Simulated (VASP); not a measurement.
# WSe2 (P-6m2) in VASP: single point with HSE06

Aim: the single point of WSe2 with HSE06.

Program: VASP 6.6.1. These are calculated values, not measurements. Logs are shortened: lines on timing, memory, paths and dates and some standing lists are left out, and cuts for length are marked.

### 1 The cell of the first run

Symmetry: P-6m2, No. 187, hexagonal system. The conventional cell has a = 3.297 Å, b = 3.297 Å, c = 7.184 Å, α = 90.00°, β = 90.00°, γ = 120.00°. W (site symmetry -6m2) has 6 Se at 2.53 Å and 6 W at 3.30 Å within 3.3 Å. Within 3.4 Å of Se (site symmetry 3m) lie 3 W at 2.53 Å and 7 Se at 3.30 to 3.33 Å.

### 2 Single point, HSE06

The input, POSCAR:

```
WSe2
1.0
    3.2972127305      0.0000000000      0.0000000000
   -1.6486063653      2.8554699863      0.0000000000
    0.0000000000      0.0000000000      7.1842669523
W Se
1 2
Direct
    0.0000000000      0.0000000000      0.0000000000
    0.3333333333      0.6666666667      0.2319181144
    0.3333333333      0.6666666667      0.7680818856
```

The input, INCAR.step1:

```
SYSTEM = WSe2
  PREC = Accurate
  ENCUT = 520
  EDIFF = 1E-5
  ISMEAR = 0
  SIGMA = 0.01
  LREAL = .False.
  LASPH = .True.
  NELM = 100
  ALGO = Normal
  ISIF = 2
  LWAVE = .True.
  LCHARG = .False.
  GGA = PE
  NBANDS = 20
```

The input, INCAR.step2:

```
SYSTEM = WSe2
  PREC = Accurate
  ENCUT = 520
  EDIFF = 1E-7
  ISMEAR = 0
  SIGMA = 0.01
  LREAL = .False.
  LASPH = .True.
  NELM = 100
  ALGO = Normal
  ISIF = 2
  LWAVE = .False.
  LCHARG = .False.
  GGA = PE
  LHFCALC = .True.
  HFSCREEN = 0.2079
  PRECFOCK = Normal
  ISTART = 1
  NBANDS = 20
```

The input, KPOINTS:

```
regular mesh
0
Gamma
  6 6 2
  0 0 0
```

Potentials or basis: VASP PAW PBE potentials, release 64 (W_sv, Se).

On the command line:

```bash
> cat potpaw_PBE.64/W_sv/POTCAR potpaw_PBE.64/Se/POTCAR > POTCAR
> cp INCAR.step1 INCAR
> mpirun -np 1 vasp_std > vasp.out
> cp INCAR.step2 INCAR
> mpirun -np 1 vasp_std > vasp.out
```

OUTCAR:

```text
SYSTEM = WSe2
   PREC = Accurate
   ENCUT = 520
   EDIFF = 1E-7
   ISMEAR = 0
   LREAL = .False.
   LASPH = .True.
   NELM = 100
   ISIF = 2
   GGA = PE
   LHFCALC = .True.
   HFSCREEN = 0.2079
   PRECFOCK = Normal
   ISTART = 1

 ion  position               nearest neighbor table
   1  0.000  0.000  0.000-   2 2.53   3 2.53   2 2.53   3 2.53   2 2.53   3 2.53
   2  0.333  0.667  0.232-   1 2.53   1 2.53   1 2.53
   3  0.333  0.667  0.768-   1 2.53   1 2.53   1 2.53

  LATTYP: Found a hexagonal cell.
 ALAT       =     3.2972127305
 C/A-ratio  =     2.1788909420

  Lattice vectors:

 A1 = (   3.2972127305,   0.0000000000,   0.0000000000)
 A2 = (  -1.6486063653,   2.8554699863,   0.0000000000)
 A3 = (   0.0000000000,   0.0000000000,   7.1842669523)

Analysis of symmetry for initial positions (statically):
=====================================================================
 Subroutine PRICEL returns:
 Original cell was already a primitive cell.

 Routine SETGRP: Setting up the symmetry group for a
 hexagonal supercell.

 Subroutine GETGRP returns: Found 12 space group operations
 (whereof 12 operations were pure point group operations)
 out of a pool of 24 trial point group operations.

The static configuration has the point symmetry D_3h.

Analysis of symmetry for dynamics (positions and initial velocities):
=====================================================================
 Subroutine PRICEL returns:
 Original cell was already a primitive cell.

 Routine SETGRP: Setting up the symmetry group for a
 hexagonal supercell.

 Subroutine GETGRP returns: Found 12 space group operations
 (whereof 12 operations were pure point group operations)
 out of a pool of 24 trial point group operations.

The dynamic configuration has the point symmetry D_3h.

 Subroutine INISYM returns: Found 12 space group operations
 (whereof 12 operations are pure point group operations),
 and found     1 'primitive' translations

----------------------------------------------------------------------------------------

                                     Primitive cell

  volume of cell :      67.6405

[... 80 lines left out ...]
   LREAL  =      F    real-space projection
   EDIFFG = 0.1E-05   stopping-criterion for IOM
   NSW    =      0    number of steps for IOM
   IBRION =     -1    ionic relax: 0-MD 1-quasi-New 2-CG
   NFREE  =      0    steps in history (QN), initial steepest desc. (CG)
   ISIF   =      2    stress and relaxation
   ISYM   =      3    0-nonsym 1-usesym 2-fastsym
   POTIM  = 0.5000    time-step for ionic-motion
   TEBEG  =    0.0;   TEEND  =   0.0 temperature during run
   PSTRESS=    0.0 pullay stress
   NELECT =      26.0000    total number of electrons
   NUPDOWN=      -1.0000    fix difference up-down
   EMIN   =  10.00;   EMAX   =-10.00  energy-range for DOS
   EFERMI =   0.00;   METHOD = LEGACY
   ISMEAR =     0;   SIGMA  =   0.01  broadening in eV -4-tet -1-fermi 0-gaus
   EFERMI_NEDOS =   21; number of points for ismear=-14 and -15
   IALGO  =     38    algorithm
   IMIX   =      1    mixing-type and parameters
     AMIX     =   0.40;   BMIX     =  1.00
     AMIX_MAG =   1.60;   BMIX_MAG =  1.00
  volume/ion in A,a.u.               =      22.55       152.15
  Fermi-wavevector in a.u.,A,eV,Ry     =   1.190320  2.249378 19.277563  1.416861
  Thomas-Fermi vector in A             =   2.326407
   LORBIT       =      0    0 simple, 1 ext, 2 COOP (PROOUT), +10 PAW based schemes
   GGA     = PE    functional components
   LHFCALC =     T    Hartree Fock is set to
   PRECFOCK=normal    Normal, Fast or Accurate (Low or Medium for compatibility)
   ENCUT4O =  -1.0   cutoff for four orbital integrals eV
   NKREDX  =     1    reduce k-point grid by
   NKREDY  =     1    reduce k-point grid by
   NKREDZ  =     1    reduce k-point grid by
   AEXX    =    0.2500 exact exchange contribution
   HFSCREEN=    0.2079 screening length (either q_TF or 0.3 A-1)
   HFSCREENC=   0.2079 screening length for correlation (either q_TF or 0.3 A-1)
   ENCUTFOCK=  -1.0 apply spherical cutoff to Coloumb kernel
   IVDW    =     0    specifies the selected vdW correction
   LEPSILON=     F    determine dielectric tensor
   LRPA    =     F    only Hartree local field effects (RPA)
 non-spin polarized calculation
 Gauss-broadening in eV      SIGMA  =   0.01
  energy-cutoff  :      520.00
  volume of cell :       67.64
 maximum number of plane-waves:      1848
 NGX is ok and might be reduce to    28
  NGX = 20; NGY = 20; NGZ = 42

 number of electron      25.9999999 magnetization

 Free energy of the ion-electron system (eV)
  ---------------------------------------------------
  ext. energy  EPLUGINS =         0.00000000
  ---------------------------------------------------
  free energy    TOTEN  =       -25.75602845 eV

  energy without entropy =      -25.75602845  energy(sigma->0) =      -25.75602845

 E-fermi :   4.7833     XC(G=0):  -8.2507

 val. band max:        4.5250436627   @ k =   0.0000   0.0000   0.5000
 cond. band min:       6.4271091617   @ k =   0.1667   0.1667   0.0000
 fundamental gap:      1.9020654989
 Fermi energy:         4.7832628082

 k-point     1 :       0.0000    0.0000    0.0000
  band No.  band energies     occupation
      1     -73.6068      2.00000
      2     -36.3905      2.00000
      3     -36.2338      2.00000
      4     -36.2338      2.00000
      5     -11.9202      2.00000
      6     -10.3796      2.00000
[... 311 lines left out ...]
     19      12.3019      0.00000
     20      13.0586      0.00000

------------------------ aborting loop because EDIFF is reached ----------------------------------------

  FORCE on cell =-STRESS in cart. coord.  units (eV):
  Direction    XX          YY          ZZ          XY          YZ          ZX
  --------------------------------------------------------------------------------------
  -------------------------------------------------------------------------------------
  Total       -0.5722861     -0.5722861     -0.1451342      0.0000000      0.0000000     -0.0000000
  in kB      -13.5555372    -13.5555372     -3.4377417      0.0000000      0.0000000     -0.0000000
  external PRESSURE =     -10.1829387 kB  Pullay stress =       0.0000000 kB

 VOLUME and BASIS-vectors are now :
 -----------------------------------------------------------------------------
  energy-cutoff  :      520.00
  volume of cell :       67.64
      direct lattice vectors                 reciprocal lattice vectors
     3.297212731  0.000000000  0.000000000     0.303286467  0.175102523  0.000000000
    -1.648606365  2.855469986  0.000000000     0.000000000  0.350205047  0.000000000
     0.000000000  0.000000000  7.184266952     0.000000000  0.000000000  0.139193046

 POSITION                                       TOTAL-FORCE (eV/Angst)
 -----------------------------------------------------------------------------------
      0.00000      0.00000      0.00000         0.000000     -0.000000      0.000000
     -0.00000      1.90365      1.66616        -0.000000      0.000000     -0.270902
     -0.00000      1.90365      5.51811         0.000000      0.000000      0.270902
 -----------------------------------------------------------------------------------
    total drift:                               -0.000003      0.000001     -0.000001

  FREE ENERGIE OF THE ION-ELECTRON SYSTEM (eV)
  ---------------------------------------------------
  free  energy   TOTEN  =       -25.7560284524 eV

  energy  without entropy=      -25.7560284524  energy(sigma->0) =      -25.75602845
```

Wall time 26 min (1 thread of Intel Xeon Platinum 8559C (Emerald Rapids), shared host); peak memory 0.32 GiB.

What came out:

| Property | Result |
| --- | --- |
| Free energy | -25.7560 eV |
| Pressure | -1.0 GPa |
| Largest force | 0.271 eV/Å |
| Band gap on the k mesh | 1.90 eV (least direct gap 2.02 eV) |

Forces in eV/Å, atoms in the order of the input:
```
W    0.000  0.000  0.000
Se   0.000  0.000 -0.271
Se   0.000  0.000  0.271
```

Levels at points of the mesh, in eV from the valence-band top:
```tsv
k point	band 11	band 12	band 13	band 14	band 15	band 16
(0.00, 0.00, 0.00)	-1.47	-1.47	-0.79	3.61	3.61	3.72
(0.50, 0.00, 0.00)	-2.18	-1.40	-1.24	2.98	3.24	4.75
(0.00, 0.00, 0.50)	-1.49	-1.49	0.00	3.54	3.54	3.80
(0.50, 0.00, 0.50)	-2.92	-1.18	-1.10	2.99	3.49	4.08
```

Caveat: the k points lie up to 0.44 Å⁻¹ apart; the PAW data sets were made with another functional, which shifts forces and pressure a little; spin-orbit coupling is left out, which moves the levels of the heavy elements; this functional lacks dispersion, which binds layers or chains, so the pressure and a relaxed spacing across them are unreliable.
